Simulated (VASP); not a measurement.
A run of VASP 6.6.1 is set up as follows.

Contents of INCAR:

```
SYSTEM = WSe2
PREC = Accurate
ENCUT = 520
EDIFF = 1E-6
ISMEAR = 0
SIGMA = 0.05
LREAL = .FALSE.
LASPH = .TRUE.
NELM = 80
ALGO = Normal
ISIF = 2
LWAVE = .FALSE.
LCHARG = .FALSE.
GGA = PS
NBANDS = 20
```

Contents of KPOINTS:

```
Automatic mesh
0
G
  12 12 2
  0 0 0
```

The input POSCAR:

```
WSe2
1.0
    3.3633944417      0.0000000000      0.0000000000
   -1.6816972209      2.9127850294      0.0000000000
    0.0000000000      0.0000000000     16.2109099311
W Se
1 2
Direct
    0.0000000000      0.0000000000      0.0000000000
    0.3333333333      0.6666666667      0.0997865200
    0.3333333333      0.6666666667      0.9002134800
```

Potentials or basis: VASP PAW PBE potentials, release 64 (W_sv, Se).

The run is started by

```bash
$ cat potpaw_PBE.64/W_sv/POTCAR potpaw_PBE.64/Se/POTCAR > POTCAR
$ mpirun -np 1 vasp_std > vasp.out
```

Question: What does it give for the band gap on the k mesh?

Answer: 1.29 eV (least direct gap 1.30 eV).

Question: What does it give for the largest force?

Answer: 0.435 eV/Å.

Forces on the atoms (eV/Å):
```
W    0.000  0.000  0.000
Se   0.000  0.000  0.435
Se   0.000  0.000 -0.435
```

Caveat: the PAW data sets were made with another functional, which shifts forces and pressure a little; spin-orbit coupling is left out, which moves the levels of the heavy elements.
